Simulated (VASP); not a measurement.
# Pb (Fd-3m) in VASP: settings compared

Aim: see how the results for Pb move with the level of theory and the settings. Levels: PBE, LDA. Tasks: single point.

All numbers are computed with VASP 6.6.1; they aren't measurements. Logs are shortened: lines on timing, memory, paths and dates and some standing lists are left out, and cuts for length are marked.

### Step 1. The cell of the first run

The structure is cubic, space group Fd-3m (No. 227). Conventional cell: a = 6.878 Å, b = 6.878 Å, c = 6.878 Å, α = 90.00°, β = 90.00°, γ = 90.00°. Pb (site symmetry -43m) has 4 Pb at 2.98 Å within 3.9 Å.

### Step 2. Single point, PBE

Input file INCAR:

```
  PREC = Accurate
  ENCUT = 520
  EDIFF = 1E-6
  ISMEAR = -1
  SIGMA = 0.05
  LREAL = F
  LASPH = T
  NELM = 80
  ALGO = Normal
  ISIF = 2
  LWAVE = F
  LCHARG = T
  GGA = PE
  LELF = T
  LVHAR = T
  NBANDS = 21
```

Input file KPOINTS:

```
regular mesh
0
Gamma
  7 7 7
```

Input file POSCAR:

```
Pb
1.0
    0.0000000000      3.4390000555      3.4390000555
    3.4390000555      0.0000000000      3.4390000555
    3.4390000555      3.4390000555      0.0000000000
Pb
2
Direct
    0.2500000000      0.2500000000      0.2500000000
    0.0000000000      0.0000000000      0.0000000000
```

Potentials or basis: VASP PAW PBE potentials, release 64 (Pb_d).

Run with:

```
$ cat potpaw_PBE.64/Pb_d/POTCAR > POTCAR
$ mpirun -np 1 vasp_std > vasp.out
```

OUTCAR:

```text
PREC = Accurate
   ENCUT = 520
   EDIFF = 1E-6
   ISMEAR = -1
   LREAL = F
   LASPH = T
   NELM = 80
   ISIF = 2
   GGA = PE

 ion  position               nearest neighbor table
   1  0.250  0.250  0.250-   2 2.98   2 2.98   2 2.98   2 2.98
   2  0.000  0.000  0.000-   1 2.98   1 2.98   1 2.98   1 2.98

  LATTYP: Found a face centered cubic cell.
 ALAT       =     6.8780001110

  Lattice vectors:

 A1 = (   0.0000000000,   3.4390000555,   3.4390000555)
 A2 = (   3.4390000555,   0.0000000000,   3.4390000555)
 A3 = (   3.4390000555,   3.4390000555,   0.0000000000)

Analysis of symmetry for initial positions (statically):
=====================================================================
 Subroutine PRICEL returns:
 Original cell was already a primitive cell.

 Routine SETGRP: Setting up the symmetry group for a
 face centered cubic supercell.

 Subroutine GETGRP returns: Found 48 space group operations
 (whereof 24 operations were pure point group operations)
 out of a pool of 48 trial point group operations.

The static configuration has the point symmetry T_d .
 The point group associated with its full space group is O_h .

Analysis of symmetry for dynamics (positions and initial velocities):
=====================================================================
 Subroutine PRICEL returns:
 Original cell was already a primitive cell.

 Routine SETGRP: Setting up the symmetry group for a
 face centered cubic supercell.

 Subroutine GETGRP returns: Found 48 space group operations
 (whereof 24 operations were pure point group operations)
 out of a pool of 48 trial point group operations.

The dynamic configuration has the point symmetry T_d .
 The point group associated with its full space group is O_h .

 Subroutine INISYM returns: Found 48 space group operations
 (whereof 24 operations are pure point group operations),
 and found     1 'primitive' translations

----------------------------------------------------------------------------------------

                                     Primitive cell

  volume of cell :      81.3442

  direct lattice vectors                    reciprocal lattice vectors
     0.000000000  3.439000056  3.439000056    -0.145391100  0.145391100  0.145391100
     3.439000056  0.000000000  3.439000056     0.145391100 -0.145391100  0.145391100
     3.439000056  3.439000056  0.000000000     0.145391100  0.145391100 -0.145391100

  length of vectors
     4.863480519  4.863480519  4.863480519     0.251824772  0.251824772  0.251824772

  position of ions in fractional coordinates (direct lattice)
     0.250000000  0.250000000  0.250000000
     0.000000000  0.000000000  0.000000000

  ion indices of the primitive-cell ions
   primitive index   ion index
                 1           1
                 2           2

----------------------------------------------------------------------------------------

 KPOINTS: regular mesh

Automatic generation of k-mesh.
 Grid dimensions read from file:
 generate k-points for:    7    7    7

 Generating k-lattice:

  Cartesian coordinates                     Fractional coordinates (reciprocal lattice)
    -0.020770157  0.020770157  0.020770157     0.142857143  0.000000000  0.000000000
     0.020770157 -0.020770157  0.020770157     0.000000000  0.142857143  0.000000000
     0.020770157  0.020770157 -0.020770157     0.000000000  0.000000000  0.142857143

  Length of vectors
     0.035974967  0.035974967  0.035974967

  Shift w.r.t. Gamma in fractional coordinates (k-lattice)
     0.000000000  0.000000000  0.000000000

 Subroutine IBZKPT returns following result:
 ===========================================

 Found     20 irreducible k-points:

 Following reciprocal coordinates:
            Coordinates               Weight
  0.000000  0.000000  0.000000      1.000000
  0.142857  0.000000  0.000000      8.000000
  0.285714  0.000000  0.000000      8.000000
  0.428571  0.000000  0.000000      8.000000
  0.142857  0.142857  0.000000      6.000000
  0.285714  0.142857  0.000000     24.000000
[... 12 lines left out ...]
 -0.428571  0.428571  0.142857     24.000000
 -0.285714  0.428571  0.142857     24.000000
   k-points           NKPTS =     20   k-points in BZ     NKDIM =     20   number of bands    NBANDS=     21
   number of dos      NEDOS =    301   number of ions     NIONS =      2
   total plane-waves  NPLWV =  46656
   dimension x,y,z NGX =    36 NGY =   36 NGZ =   36
   dimension x,y,z NGXF=    72 NGYF=   72 NGZF=   72
   ions per type =               2
   NGX,Y,Z   is equivalent  to a cutoff of  12.31, 12.31, 12.31 a.u.
   NGXF,Y,Z  is equivalent  to a cutoff of  24.61, 24.61, 24.61 a.u.
 SYSTEM =  unknown system
   PREC   = accura    normal or accurate (medium, high low for compatibility)
   ISTART =      0    job   : 0-new  1-cont  2-samecut
   ICHARG =      2    charge: 1-file 2-atom 10-const
   ISPIN  =      1    spin polarized calculation?
   LNONCOLLINEAR =      F non collinear calculations
   LSORBIT =      F    spin-orbit coupling
   LASPH  =      T    aspherical Exc in radial PAW
   ENCUT  =  520.0 eV  38.22 Ry    6.18 a.u.   9.04  9.04  9.04*2*pi/ulx,y,z
   NELM   =     80;   NELMIN=  2; NELMDL= -5     # of ELM steps
   EDIFF  = 0.1E-05   stopping-criterion for ELM
   LREAL  =      F    real-space projection
   EDIFFG = 0.1E-04   stopping-criterion for IOM
   NSW    =      0    number of steps for IOM
   IBRION =     -1    ionic relax: 0-MD 1-quasi-New 2-CG
   NFREE  =      0    steps in history (QN), initial steepest desc. (CG)
   ISIF   =      2    stress and relaxation
   ISYM   =      2    0-nonsym 1-usesym 2-fastsym
   POTIM  = 0.5000    time-step for ionic-motion
   TEBEG  =    0.0;   TEEND  =   0.0 temperature during run
   PSTRESS=    0.0 pullay stress
   NELECT =      28.0000    total number of electrons
   NUPDOWN=      -1.0000    fix difference up-down
   EMIN   =  10.00;   EMAX   =-10.00  energy-range for DOS
   EFERMI =   0.00;   METHOD = LEGACY
   ISMEAR =    -1;   SIGMA  =   0.05  broadening in eV -4-tet -1-fermi 0-gaus
   EFERMI_NEDOS =   21; number of points for ismear=-14 and -15
   IALGO  =     38    algorithm
   IMIX   =      4    mixing-type and parameters
     AMIX     =   0.40;   BMIX     =  1.00
     AMIX_MAG =   1.60;   BMIX_MAG =  1.00
  volume/ion in A,a.u.               =      40.67       274.47
  Fermi-wavevector in a.u.,A,eV,Ry     =   1.147322  2.168124 17.909999  1.316348
  Thomas-Fermi vector in A             =   2.284002
   LORBIT       =      0    0 simple, 1 ext, 2 COOP (PROOUT), +10 PAW based schemes
   GGA     = PE    functional components
   LHFCALC =     F    Hartree Fock is set to
   AEXX    =    0.0000 exact exchange contribution
   IVDW    =     0    specifies the selected vdW correction
   LEPSILON=     F    determine dielectric tensor
   LRPA    =     F    only Hartree local field effects (RPA)
 non-spin polarized calculation
  energy-cutoff  :      520.00
  volume of cell :       81.34
 maximum number of plane-waves:      2213
   NGX = 19   NGY = 19   NGZ = 19

 number of electron      28.0000001 magnetization

 Free energy of the ion-electron system (eV)
  ---------------------------------------------------
  ext. energy  EPLUGINS =         0.00000000
  ---------------------------------------------------
  free energy    TOTEN  =        -6.56317874 eV

  energy without entropy =       -6.55709121  energy(sigma->0) =       -6.56013497

 E-fermi :   4.3443     XC(G=0):  -8.4255

 val. band max:        4.3104901037   @ k =  -0.1429   0.1429   0.0000
 cond. band min:       4.3700585064   @ k =   0.1429   0.0000   0.0000
 fundamental gap:      0.0595684026
 Fermi energy:         4.3443165610

 k-point     1 :       0.0000    0.0000    0.0000
  band No.  band energies     occupation
      1     -12.8556      2.00000
      2     -12.8556      2.00000
      3     -12.8556      2.00000
      4     -12.7792      2.00000
      5     -12.7792      2.00000
      6     -12.3491      2.00000
[... 13 lines left out ...]
     20      12.3370      0.00000
     21      12.3370      0.00000

 k-point     2 :       0.1429    0.0000    0.0000
  band No.  band energies     occupation
      1     -12.8742      2.00000
      2     -12.8742      2.00000
      3     -12.8510      2.00000
      4     -12.7523      2.00000
      5     -12.7523      2.00000
      6     -12.3801      2.00000
[... 13 lines left out ...]
     20      11.5898      0.00000
     21      11.5898      0.00000

 k-point     3 :       0.2857    0.0000    0.0000
  band No.  band energies     occupation
      1     -12.8949      2.00000
      2     -12.8949      2.00000
      3     -12.8403      2.00000
      4     -12.7153      2.00000
      5     -12.7153      2.00000
      6     -12.4108      2.00000
[... 13 lines left out ...]
     20      11.5681      0.00000
     21      11.5681      0.00000

 k-point     4 :       0.4286    0.0000    0.0000
  band No.  band energies     occupation
      1     -12.9033      2.00000
      2     -12.9033      2.00000
      3     -12.8313      2.00000
      4     -12.6974      2.00000
      5     -12.6974      2.00000
      6     -12.4231      2.00000
[... 13 lines left out ...]
     20      12.4644      0.00000
     21      12.4644      0.00000

 k-point     5 :       0.1429    0.1429    0.0000
  band No.  band energies     occupation
      1     -12.8718      2.00000
      2     -12.8702      2.00000
      3     -12.8702      2.00000
      4     -12.7564      2.00000
      5     -12.7232      2.00000
      6     -12.4382      2.00000
[... 13 lines left out ...]
     20      10.4735      0.00000
     21      12.8071      0.00000
[... 286 lines left out ...]
     20      12.0524      0.00000
     21      12.8053      0.00000

 k-point    18 :      -0.4286    0.2857    0.1429
  band No.  band energies     occupation
      1     -12.9454      2.00000
      2     -12.9258      2.00000
      3     -12.7657      2.00000
      4     -12.6545      2.00000
      5     -12.6108      2.00000
      6     -12.5532      2.00000
[... 13 lines left out ...]
     20      12.4031      0.00000
     21      12.8845      0.00000

 k-point    19 :      -0.4286    0.4286    0.1429
  band No.  band energies     occupation
      1     -12.9390      2.00000
      2     -12.9362      2.00000
      3     -12.7559      2.00000
      4     -12.6597      2.00000
      5     -12.6051      2.00000
      6     -12.5301      2.00000
[... 13 lines left out ...]
     20      12.7275      0.00000
     21      14.0255      0.00000

 k-point    20 :      -0.2857    0.4286    0.1429
  band No.  band energies     occupation
      1     -12.9549      2.00000
      2     -12.9375      2.00000
      3     -12.7235      2.00000
      4     -12.6297      2.00000
      5     -12.5919      2.00000
      6     -12.5482      2.00000
[... 13 lines left out ...]
     20      12.8827      0.00000
     21      14.0416      0.00000

------------------------ aborting loop because EDIFF is reached ----------------------------------------

  FORCE on cell =-STRESS in cart. coord.  units (eV):
  Direction    XX          YY          ZZ          XY          YZ          ZX
  --------------------------------------------------------------------------------------
  -------------------------------------------------------------------------------------
  Total        1.1945089      1.1945089      1.1945089      0.0000000      0.0000000      0.0000000
  in kB       23.5273715     23.5273715     23.5273715      0.0000000      0.0000000      0.0000000
  external PRESSURE =      23.5273715 kB  Pullay stress =       0.0000000 kB

 VOLUME and BASIS-vectors are now :
 -----------------------------------------------------------------------------
  energy-cutoff  :      520.00
  volume of cell :       81.34
      direct lattice vectors                 reciprocal lattice vectors
     0.000000000  3.439000056  3.439000056    -0.145391100  0.145391100  0.145391100
     3.439000056  0.000000000  3.439000056     0.145391100 -0.145391100  0.145391100
     3.439000056  3.439000056  0.000000000     0.145391100  0.145391100 -0.145391100

 POSITION                                       TOTAL-FORCE (eV/Angst)
 -----------------------------------------------------------------------------------
      1.71950      1.71950      1.71950        -0.000000     -0.000000     -0.000000
      0.00000      0.00000      0.00000         0.000000      0.000000      0.000000
 -----------------------------------------------------------------------------------
    total drift:                                0.000000      0.000000      0.000000

  FREE ENERGIE OF THE ION-ELECTRON SYSTEM (eV)
  ---------------------------------------------------
  free  energy   TOTEN  =        -6.5631787382 eV

  energy  without entropy=       -6.5570912070  energy(sigma->0) =       -6.56013497
```

It took 46 s on 1 thread of AMD EPYC 7R43 (Zen 3), shared host; peak memory 0.17 GiB.

What came out:

```
Free energy            : -6.5632 eV
Pressure               : 2.4 GPa
Band gap on the k mesh : zero (band 14 reaches 4.74 eV, above the bottom of band 15 at 3.63 eV)
```

Levels at points of the mesh, in eV from the Fermi level:
```csv
k point,band 11,band 12,band 13,band 14,band 15,band 16,band 17,band 18
"(0.00, 0.00, 0.00)",-11.14,-3.93,0.40,0.40,0.40,2.41,2.41,2.41
```

Caveat: spin-orbit coupling is left out, which moves the levels of the heavy elements.

### Step 3. Single point, LDA

This run uses another cell than the first one, of 41.49 Å³/atom, 1.020 times its volume.

Input file INCAR:

```
SYSTEM = Pb
PREC = Accurate ; ENCUT = 520
EDIFF = 1E-7 ; ISMEAR = -1
SIGMA = 0.05 ; LREAL = .FALSE.
LASPH = .TRUE. ; NELM = 100
ALGO = Normal ; ISIF = 2
LWAVE = .FALSE. ; LCHARG = .FALSE.
GGA = CA ; NBANDS = 21
```

Input file KPOINTS:

```
Automatic mesh
0
G
  7 7 7
  0 0 0
```

Input file POSCAR:

```
Pb
1.0
    0.0000000000      3.4617755540      3.4617755540
    3.4617755540      0.0000000000      3.4617755540
    3.4617755540      3.4617755540      0.0000000000
Pb
2
Direct
    0.2500000000      0.2500000000      0.2500000000
    0.0000000000      0.0000000000      0.0000000000
```

Potentials or basis: VASP PAW LDA potentials, release 64 (Pb_d).

Run with:

```
$ cat potpaw_LDA.64/Pb_d/POTCAR > POTCAR
$ mpirun -np 1 vasp_std > vasp.out
```

It took 45 s on 1 thread of AMD EPYC 7R43 (Zen 3), shared host; peak memory 0.14 GiB.

It converged, with:

| Property | Result |
| --- | --- |
| Free energy | -7.8785 eV |
| Pressure | -1.3 GPa |
| Band gap on the k mesh | zero (band 14 reaches 4.26 eV, above the bottom of band 15 at 3.18 eV) |

Levels at points of the mesh, in eV from the Fermi level:
```csv
k point,band 12,band 13,band 14,band 15,band 16,band 17
"(0.00, 0.00, 0.00)",-4.06,0.39,0.39,0.39,2.38,2.38
```

Caveat: spin-orbit coupling is left out, which moves the levels of the heavy elements.
